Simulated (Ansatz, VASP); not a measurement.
# Two plane-wave programs on WSe2

```
CELL_PARAMETERS angstrom
3.13161 0.00000 0.00000
-1.56581 2.71205 0.00000
0.00000 0.00000 13.02075
ATOMIC_POSITIONS crystal
W 0.66667 0.33333 0.24999
W 0.33333 0.66667 0.75001
Se 0.33333 0.66667 0.38380
Se 0.66667 0.33333 0.88381
Se 0.33333 0.66667 0.11619
Se 0.66667 0.33333 0.61620
```

Alike in both runs: task single point; functional PBE; dispersion D3(BJ); k mesh 12 × 12 × 2; occupations gaussian, width 0.02 eV; no spin polarisation.

```csv
,VASP,Ansatz
version,VASP 6.6.1,Ansatz 0.2.0
potentials or method,"VASP PAW PBE potentials, release 64 (W_sv, Se), cutoff 520 eV","scalar-relativistic, plane waves, PAW"
valence electrons in the cell,52,92
```

|  | VASP | Ansatz | Ansatz less VASP |
| --- | --- | --- | --- |
| gap on the k mesh at the Fermi level (eV) | 0.79 | 0.79 | -0.001 |
| least direct gap on the mesh (eV) | 1.50 | 1.50 | 0.000 |
| pressure (GPa) | 8.9 | 8.4 | -0.43 |
| traceless stress, the component that is largest in VASP (GPa) | -8.30 | -8.43 | -0.121 |
| rms of the force components (eV/Å) | 0.026 | 0.000 | -0.0262 |

Atom by atom the forces differ by 0.026 eV/Å (rms over components). VASP's potentials hold 52 valence electrons a cell and Ansatz's 92, so a difference there can come from the potentials and not from the codes. Ansatz's warnings: structure snapped to symmetry.

Spin-orbit coupling is off throughout.
